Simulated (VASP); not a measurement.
# Bi in VASP: single point with PBE

Aim: the single point of Bi with PBE.

All numbers are computed with VASP 6.6.1; they aren't measurements. Logs are shortened: lines on timing, memory, paths and dates and some standing lists are left out, and cuts for length are marked.

**1. The cell of the first run**

The cell holds a slab with vacuum, 5 atoms: a = 3.554 Å, b = 5.026 Å, c = 20.108 Å, α = 90.00°, β = 90.00°, γ = 90.00°.

**2. Single point, PBE**

Input file INCAR:

```
SYSTEM = Bi
ALGO     = Normal         ! electronic algorithm
DIPOL    = 0.5 0.5 0.500
EDIFF    = 1E-6           ! SCF threshold, eV
ENCUT    = 520            ! plane-wave cutoff, eV
GGA      = PE             ! functional
IDIPOL   = 3            
ISIF     = 2              ! what is computed and relaxed
ISMEAR   = -1             ! smearing method
LASPH    = .TRUE.         ! aspherical terms in the spheres
LCHARG   = .TRUE.         ! write CHGCAR
LDIPOL   = .TRUE.       
LELF     = .TRUE.         ! ELF
LREAL    = .FALSE.        ! projectors in reciprocal space
LVACPOTAV= .TRUE.       
LVHAR    = .TRUE.       
LWAVE    = .FALSE.        ! write WAVECAR
NBANDS   = 46             ! bands
NELM     = 60             ! most SCF steps
PREC     = Accurate       ! precision mode
SIGMA    = 0.1            ! smearing width, eV
```

Input file KPOINTS:

```
k-points
0
G
  12 8 1
  0 0 0
```

Input file POSCAR:

```
Bi
1.0
    3.5538908624      0.0000000000      0.0000000000
    0.0000000000      5.0259606568      0.0000000000
    0.0000000000      0.0000000000     20.1078000000
Bi
5
Direct
    0.0000000000      0.0000000000      0.3303979851
    0.5000000000      0.5000000000      0.3979733861
    0.0000000000      0.0000000000      0.4999999994
    0.5000000000      0.5000000000      0.6020266150
    0.0000000000      0.0000000000      0.6696020144
```

Potentials or basis: VASP PAW PBE potentials, release 64 (Bi_d).

Started as:

```console
$ cat potpaw_PBE.64/Bi_d/POTCAR > POTCAR
$ mpirun -np 1 vasp_std > vasp.out
```

OUTCAR:

```text
SYSTEM = Bi
   EDIFF = 1E-6
   ENCUT = 520
   GGA = PE
   ISIF = 2
   ISMEAR = -1
   LASPH = .TRUE.
   LREAL = .FALSE.
   NELM = 60
   PREC = Accurate

 ion  position               nearest neighbor table
   1  0.000  0.000  0.330-   2 3.36   2 3.36   2 3.36   2 3.36   3 3.41
   2  0.500  0.500  0.398-   1 3.36   1 3.36   1 3.36   1 3.36   3 3.70   3 3.70   3 3.70   3 3.70

   3  0.000  0.000  0.500-   1 3.41   5 3.41   2 3.70   2 3.70   2 3.70   2 3.70   4 3.70   4 3.70
                             4 3.70   4 3.70
   4  0.500  0.500  0.602-   5 3.36   5 3.36   5 3.36   5 3.36   3 3.70   3 3.70   3 3.70   3 3.70

   5  0.000  0.000  0.670-   4 3.36   4 3.36   4 3.36   4 3.36   3 3.41

  LATTYP: Found a simple orthorhombic cell.
 ALAT       =     3.5538908624
 B/A-ratio  =     1.4142135624
 C/A-ratio  =     5.6579677819

  Lattice vectors:

 A1 = (   3.5538908624,   0.0000000000,   0.0000000000)
 A2 = (   0.0000000000,   5.0259606568,   0.0000000000)
 A3 = (   0.0000000000,   0.0000000000,  20.1078000000)

Analysis of symmetry for initial positions (statically):
=====================================================================
 Subroutine PRICEL returns:
 Original cell was already a primitive cell.

 Routine SETGRP: Setting up the symmetry group for a
 simple orthorhombic supercell.

 Subroutine GETGRP returns: Found  8 space group operations
 (whereof  8 operations were pure point group operations)
 out of a pool of  8 trial point group operations.

The static configuration has the point symmetry D_2h.

Analysis of symmetry for dynamics (positions and initial velocities):
=====================================================================
 Subroutine PRICEL returns:
 Original cell was already a primitive cell.

 Routine SETGRP: Setting up the symmetry group for a
 simple orthorhombic supercell.

 Subroutine GETGRP returns: Found  8 space group operations
 (whereof  8 operations were pure point group operations)
 out of a pool of  8 trial point group operations.

The dynamic configuration has the point symmetry D_2h.

 Subroutine INISYM returns: Found  8 space group operations
 (whereof  8 operations are pure point group operations),
 and found     1 'primitive' translations

----------------------------------------------------------------------------------------

                                     Primitive cell

  volume of cell :     359.1598

  direct lattice vectors                    reciprocal lattice vectors
     3.553890862  0.000000000  0.000000000     0.281381742  0.000000000  0.000000000
     0.000000000  5.025960657  0.000000000     0.000000000  0.198966938  0.000000000
     0.000000000  0.000000000 20.107800000     0.000000000  0.000000000  0.049731945

  length of vectors
     3.553890862  5.025960657 20.107800000     0.281381742  0.198966938  0.049731945

  position of ions in fractional coordinates (direct lattice)
     0.000000000  0.000000000  0.330397985
     0.500000000  0.500000000  0.397973386
     0.000000000  0.000000000  0.499999999
     0.500000000  0.500000000  0.602026615
     0.000000000  0.000000000  0.669602014

  ion indices of the primitive-cell ions
   primitive index   ion index
                 1           1
                 2           2
                 3           3
                 4           4
                 5           5

----------------------------------------------------------------------------------------

 KPOINTS: k-points

Automatic generation of k-mesh.
 Grid dimensions read from file:
 generate k-points for:   12    8    1

 Generating k-lattice:

  Cartesian coordinates                     Fractional coordinates (reciprocal lattice)
     0.023448478  0.000000000  0.000000000     0.083333333  0.000000000  0.000000000
     0.000000000  0.024870867  0.000000000     0.000000000  0.125000000  0.000000000
     0.000000000  0.000000000  0.049731945     0.000000000  0.000000000  1.000000000

  Length of vectors
     0.023448478  0.024870867  0.049731945

  Shift w.r.t. Gamma in fractional coordinates (k-lattice)
     0.000000000  0.000000000  0.000000000

 Subroutine IBZKPT returns following result:
 ===========================================

 Found     35 irreducible k-points:

 Following reciprocal coordinates:
            Coordinates               Weight
  0.000000  0.000000  0.000000      1.000000
  0.083333  0.000000  0.000000      2.000000
  0.166667  0.000000  0.000000      2.000000
  0.250000  0.000000  0.000000      2.000000
  0.333333  0.000000  0.000000      2.000000
  0.416667  0.000000  0.000000      2.000000
[... 16 lines left out ...]
  0.083333  0.375000  0.000000      4.000000
  0.166667  0.375000  0.000000      4.000000
 [... further k-points ...]
   k-points           NKPTS =     35   k-points in BZ     NKDIM =     35   number of bands    NBANDS=     46
   number of dos      NEDOS =    301   number of ions     NIONS =      5
   total plane-waves  NPLWV = 168000
   dimension x,y,z NGX =    28 NGY =   40 NGZ =  150
   dimension x,y,z NGXF=    56 NGYF=   80 NGZF=  300
   ions per type =               5
   NGX,Y,Z   is equivalent  to a cutoff of  13.10, 13.23, 12.40 a.u.
   NGXF,Y,Z  is equivalent  to a cutoff of  26.20, 26.46, 24.80 a.u.
 SYSTEM =  Bi
   PREC   = accura    normal or accurate (medium, high low for compatibility)
   ISTART =      0    job   : 0-new  1-cont  2-samecut
   ICHARG =      2    charge: 1-file 2-atom 10-const
   ISPIN  =      1    spin polarized calculation?
   LNONCOLLINEAR =      F non collinear calculations
   LSORBIT =      F    spin-orbit coupling
   LASPH  =      T    aspherical Exc in radial PAW
   ENCUT  =  520.0 eV  38.22 Ry    6.18 a.u.   6.61  9.34 37.39*2*pi/ulx,y,z
   NELM   =     60;   NELMIN=  2; NELMDL= -5     # of ELM steps
   EDIFF  = 0.1E-05   stopping-criterion for ELM
   LREAL  =      F    real-space projection
   EDIFFG = 0.1E-04   stopping-criterion for IOM
   NSW    =      0    number of steps for IOM
   IBRION =     -1    ionic relax: 0-MD 1-quasi-New 2-CG
   NFREE  =      0    steps in history (QN), initial steepest desc. (CG)
   ISIF   =      2    stress and relaxation
   ISYM   =      2    0-nonsym 1-usesym 2-fastsym
   POTIM  = 0.5000    time-step for ionic-motion
   TEBEG  =    0.0;   TEEND  =   0.0 temperature during run
   PSTRESS=    0.0 pullay stress
   NELECT =      75.0000    total number of electrons
   NUPDOWN=      -1.0000    fix difference up-down
   EMIN   =  10.00;   EMAX   =-10.00  energy-range for DOS
   EFERMI =   0.00;   METHOD = LEGACY
   ISMEAR =    -1;   SIGMA  =   0.10  broadening in eV -4-tet -1-fermi 0-gaus
   EFERMI_NEDOS =   21; number of points for ismear=-14 and -15
   IALGO  =     38    algorithm
   IMIX   =      4    mixing-type and parameters
     AMIX     =   0.40;   BMIX     =  1.00
     AMIX_MAG =   1.60;   BMIX_MAG =  1.00
  volume/ion in A,a.u.               =      71.83       484.75
  Fermi-wavevector in a.u.,A,eV,Ry     =   0.971254  1.835403 12.834834  0.943334
  Thomas-Fermi vector in A             =   2.101456
   LORBIT       =      0    0 simple, 1 ext, 2 COOP (PROOUT), +10 PAW based schemes
   GGA     = PE    functional components
   LHFCALC =     F    Hartree Fock is set to
   AEXX    =    0.0000 exact exchange contribution
   IVDW    =     0    specifies the selected vdW correction
   LEPSILON=     F    determine dielectric tensor
   LRPA    =     F    only Hartree local field effects (RPA)
 non-spin polarized calculation
  energy-cutoff  :      520.00
  volume of cell :      359.16
 maximum number of plane-waves:      9761
 NGX is ok and might be reduce to    28
   NGX = 13   NGY = 19   NGZ = 75

 dipolmoment           0.000000      0.000000     -0.000000 electrons x Angstroem

 number of electron      75.0000035 magnetization

 dipolmoment           0.000000      0.000000      0.000000 electrons x Angstroem

 Free energy of the ion-electron system (eV)
  ---------------------------------------------------
  ext. energy  EPLUGINS =         0.00000000
  ---------------------------------------------------
  free energy    TOTEN  =       -18.08603668 eV

  energy without entropy =      -17.95371960  energy(sigma->0) =      -18.01987814

 E-fermi :   1.0958     XC(G=0):  -5.2909

 val. band max:        1.0795054760   @ k =   0.1667   0.5000   0.0000
 cond. band min:       1.0968379374   @ k =   0.4167   0.1250   0.0000
 fundamental gap:      0.0173324615
 Fermi energy:         1.0958130965

 k-point     1 :       0.0000    0.0000    0.0000
  band No.  band energies     occupation
      1     -21.9490      2.00000
      2     -21.9448      2.00000
      3     -21.8986      2.00000
      4     -21.8931      2.00000
      5     -21.8757      2.00000
      6     -21.8753      2.00000
[... 38 lines left out ...]
     45       5.3418      0.00000
     46       5.9019      0.00000

 k-point     2 :       0.0833    0.0000    0.0000
  band No.  band energies     occupation
      1     -21.9405      2.00000
      2     -21.9367      2.00000
      3     -21.9014      2.00000
      4     -21.9013      2.00000
      5     -21.8734      2.00000
      6     -21.8708      2.00000
[... 38 lines left out ...]
     45       5.2357      0.00000
     46       5.2709      0.00000

 k-point     3 :       0.1667    0.0000    0.0000
  band No.  band energies     occupation
      1     -21.9176      2.00000
      2     -21.9161      2.00000
      3     -21.9158      2.00000
      4     -21.9084      2.00000
      5     -21.8706      2.00000
      6     -21.8687      2.00000
[... 38 lines left out ...]
     45       4.4727      0.00000
     46       4.9395      0.00000

 k-point     4 :       0.2500    0.0000    0.0000
  band No.  band energies     occupation
      1     -21.9307      2.00000
      2     -21.9175      2.00000
      3     -21.8924      2.00000
      4     -21.8896      2.00000
      5     -21.8833      2.00000
      6     -21.8708      2.00000
[... 920 lines left out ...]
     45       4.6422      0.00000
     46       5.4640      0.00000

 k-point    23 :       0.0833    0.3750    0.0000
  band No.  band energies     occupation
      1     -21.9316      2.00000
      2     -21.9293      2.00000
      3     -21.8891      2.00000
      4     -21.8822      2.00000
      5     -21.8723      2.00000
      6     -21.8658      2.00000
[... 38 lines left out ...]
     45       4.7294      0.00000
     46       5.5934      0.00000

 k-point    24 :       0.1667    0.3750    0.0000
  band No.  band energies     occupation
      1     -21.9111      2.00000
      2     -21.9095      2.00000
      3     -21.8964      2.00000
      4     -21.8908      2.00000
      5     -21.8717      2.00000
      6     -21.8657      2.00000
[... 38 lines left out ...]
     45       4.6227      0.00000
     46       5.8186      0.00000

 [... further k-points ...]
[... 5 lines left out ...]
  --------------------------------------------------------------------------------------
  -------------------------------------------------------------------------------------
  Total       -2.2998693     -1.6757874     -0.0515588      0.0000000      0.0000000      0.0000000
  in kB      -10.2594955     -7.4755264     -0.2299988      0.0000000      0.0000000      0.0000000
  external PRESSURE =      -5.9883403 kB  Pullay stress =       0.0000000 kB

 VOLUME and BASIS-vectors are now :
 -----------------------------------------------------------------------------
  energy-cutoff  :      520.00
  volume of cell :      359.16
      direct lattice vectors                 reciprocal lattice vectors
     3.553890862  0.000000000  0.000000000     0.281381742  0.000000000  0.000000000
     0.000000000  5.025960657  0.000000000     0.000000000  0.198966938  0.000000000
     0.000000000  0.000000000 20.107800000     0.000000000  0.000000000  0.049731945

 POSITION                                       TOTAL-FORCE (eV/Angst)
 -----------------------------------------------------------------------------------
      0.00000      0.00000      6.64358         0.000000      0.000000     -0.004859
      1.77695      2.51298      8.00237         0.000000      0.000000     -0.000681
      0.00000      0.00000     10.05390         0.000000      0.000000      0.000000
      1.77695      2.51298     12.10543         0.000000      0.000000      0.000681
      0.00000      0.00000     13.46422         0.000000      0.000000      0.004859
 -----------------------------------------------------------------------------------
    total drift:                                0.000000     -0.000000     -0.000003

  FREE ENERGIE OF THE ION-ELECTRON SYSTEM (eV)
  ---------------------------------------------------
  free  energy   TOTEN  =       -18.0860366819 eV

  energy  without entropy=      -17.9537195995  energy(sigma->0) =      -18.01987814

 vacuum level on the upper side and lower side of the slab         5.181         5.181
```

Run time: 18 min. Hardware: 1 thread of Intel Xeon 8259CL, shared host; peak memory 0.64 GiB.

Results:

* Free energy: -18.0860 eV
* Largest force: 0.005 eV/Å
* Band gap on the k mesh: zero (an odd number of electrons rules out a gap without spin polarisation)

Forces on the atoms (eV/Å):
```
Bi   0.000  0.000 -0.005
Bi   0.000  0.000 -0.001
Bi   0.000  0.000  0.000
Bi   0.000  0.000  0.001
Bi   0.000  0.000  0.005
```

Caveat: spin-orbit coupling is left out, which moves the levels of the heavy elements.
